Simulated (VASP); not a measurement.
Here is a VASP 6.6.1 calculation.

File POSCAR:

```
AgCl
1.0
    0.0000000000      2.7731930222      2.7731930222
    2.7731930222      0.0000000000      2.7731930222
    2.7731930222      2.7731930222      0.0000000000
Ag Cl
1 1
Direct
    0.0000000000      0.0000000000      0.0000000000
    0.5000000000      0.5000000000      0.5000000000
```

Contents of INCAR.step1:

```
ALGO = Normal ; EDIFF = 1E-5
ENCUT = 520 ; GGA = PE
ISIF = 2 ; ISMEAR = 0
LASPH = True ; LCHARG = False
LREAL = False ; LWAVE = True
NBANDS = 16 ; NELM = 80
PREC = Accurate ; SIGMA = 0.01
```

File INCAR.step2:

```
AEXX = 0.25 ; ALGO = Normal
EDIFF = 1E-6 ; ENCUT = 520
GGA = PE ; ISIF = 2
ISMEAR = 0 ; ISTART = 1
LASPH = True ; LCHARG = False
LHFCALC = True ; LREAL = False
LWAVE = False ; NBANDS = 16
NELM = 80 ; PREC = Accurate
PRECFOCK = Normal ; SIGMA = 0.01
```

Contents of KPOINTS:

```
k-points
0
Gamma
  6 6 6
```

Potentials or basis: VASP PAW PBE potentials, release 64 (Ag, Cl).

The run is started by

```console
$ cat potpaw_PBE.64/Ag/POTCAR potpaw_PBE.64/Cl/POTCAR > POTCAR
$ cp INCAR.step1 INCAR
$ mpirun -np 1 vasp_std > vasp.out
$ cp INCAR.step2 INCAR
$ mpirun -np 1 vasp_std > vasp.out
```

(1) What does it give for the pressure?

(2) What does it give for the band gap on the k mesh?

Answers

(1) 1.0 GPa.

(2) 3.10 eV (least direct gap 5.34 eV).

Caveat: the PAW data sets were made with another functional, which shifts forces and pressure a little.
